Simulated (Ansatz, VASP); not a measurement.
# One calculation of MgO, two programs

```xyz
2
Lattice="1.5040 0.8683 2.4561 -1.5040 0.8683 2.4561 0.0000 -1.7367 2.4561" Properties=species:S:1:pos:R:3 pbc="T T T"
Mg    0.0000    0.0000    0.0000
O     0.0000    0.0000    3.6841
```

Alike in both runs: task single point; functional r2SCAN; k mesh 10 × 10 × 10; occupations gaussian, width 0.02 eV; no spin polarisation.

|  | VASP | Ansatz |
| --- | --- | --- |
| version | VASP 6.6.1 | Ansatz 0.2.0 |
| potentials or method | VASP PAW PBE potentials, release 64 (Mg, O), cutoff 520 eV | scalar-relativistic, plane waves, PAW |
| valence electrons in the cell | 8 | 16 |

|  | VASP | Ansatz | Ansatz less VASP |
| --- | --- | --- | --- |
| gap on the k mesh at the Fermi level (eV) | 5.31 | 5.33 | +0.025 |
| least direct gap on the mesh (eV) | 5.31 | 5.33 | +0.025 |
| pressure (GPa) | -6.6 | -5.5 | +1.13 |

VASP's potentials were made for PBE, not for r2SCAN. With one functional, cell and mesh, what is left measures potentials, basis and numerics. VASP's potentials hold 8 valence electrons a cell and Ansatz's 16, so a difference there can come from the potentials and not from the codes. Ansatz's warnings: near symmetry operations not taken.
